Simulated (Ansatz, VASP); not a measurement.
Zn3AsN: VASP beside Ansatz

```
Zn As N
1.0
     4.17341    0.00000    0.00000
     0.00000    4.17341    0.00000
     0.00000    0.00000    4.17341
Zn As N
3 1 1
Cartesian
  0.0000 2.0867 2.0867
  2.0867 0.0000 2.0867
  2.0867 2.0867 0.0000
  0.0000 0.0000 0.0000
  2.0867 2.0867 2.0867
```

Alike in both runs: functional PBE; k mesh 8 × 8 × 8; occupations fermi-dirac, width 0.15 eV; no spin polarisation.

Ansatz relaxed the structure, and its values are those at the end. VASP's run is a single point on that final structure, the one shown.

|  | VASP | Ansatz |
| --- | --- | --- |
| version | VASP 6.6.1 | Ansatz 0.2.0 |
| potentials or method | VASP PAW PBE potentials, release 64 (Zn, As, N), cutoff 520 eV | scalar-relativistic, plane waves, PAW |
| valence electrons in the cell | 46 | 56 |

Ansatz gave:

* gap on the k mesh at the Fermi level (eV): none
* pressure (GPa): 0.0

Problem. Estimate VASP's values.

Solution. gap on the k mesh at the Fermi level (eV): none; pressure (GPa): 0.5.

A gap of «none» marks a metal or a gap that the smearing closes. VASP's potentials hold 46 valence electrons a cell and Ansatz's 56, so a difference there can come from the potentials and not from the codes.
